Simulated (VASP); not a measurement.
A run of VASP 6.6.1 is set up as follows.

Contents of INCAR:

```
ALGO     = Normal         # electronic algorithm
EDIFF    = 1E-7           # SCF threshold, eV
EDIFFG   = -0.002         # ionic threshold
ENCUT    = 600            # plane-wave cutoff, eV
GGA      = PS             # functional
IBRION   = 2              # ionic algorithm
ISIF     = 3              # what is computed and relaxed
ISMEAR   = 0              # smearing method
LASPH    = T              # aspherical terms in the spheres
LCHARG   = F              # write CHGCAR
LREAL    = F              # projectors in reciprocal space
LWAVE    = F              # write WAVECAR
NELM     = 100            # most SCF steps
NSW      = 100            # ionic steps
PREC     = Accurate       # precision mode
PSTRESS  = 10.0         
SIGMA    = 0.01           # smearing width, eV
```

Contents of KPOINTS:

```
k-points
0
Gamma
  8 8 8
```

File POSCAR:

```
NaCl
1.0
    0.0000000000      2.8009539472      2.8009539472
    2.8009539472      0.0000000000      2.8009539472
    2.8009539472      2.8009539472      0.0000000000
Na Cl
1 1
Direct
    0.0000000000      0.0000000000      0.0000000000
    0.5000000000      0.5000000000      0.5000000000
```

Potentials or basis: VASP PAW PBE potentials, release 64 (Na_pv, Cl).

Run with:

```console
$ cat potpaw_PBE.64/Na_pv/POTCAR potpaw_PBE.64/Cl/POTCAR > POTCAR
$ mpirun -np 1 vasp_std > vasp.out
```

(1) Estimate the relaxed cell.

(2) What does it give for the space group after relaxing (to 0.05 Å)?

(3) What does it give for the band gap on the k mesh?

(4) What does it give for the relaxed volume?

Answers

(1) a = 3.917 Å, b = 3.917 Å, c = 3.917 Å, α = 60.00°, β = 60.00°, γ = 60.00°.

(2) Fm-3m (No. 225).

(3) 5.14 eV, direct.

(4) 21.24 Å³/atom.

Caveat: the cell is relaxed towards a set pressure, so the enthalpy falls and the energy may rise; the PAW data sets were made with another functional, which shifts forces and pressure a little.
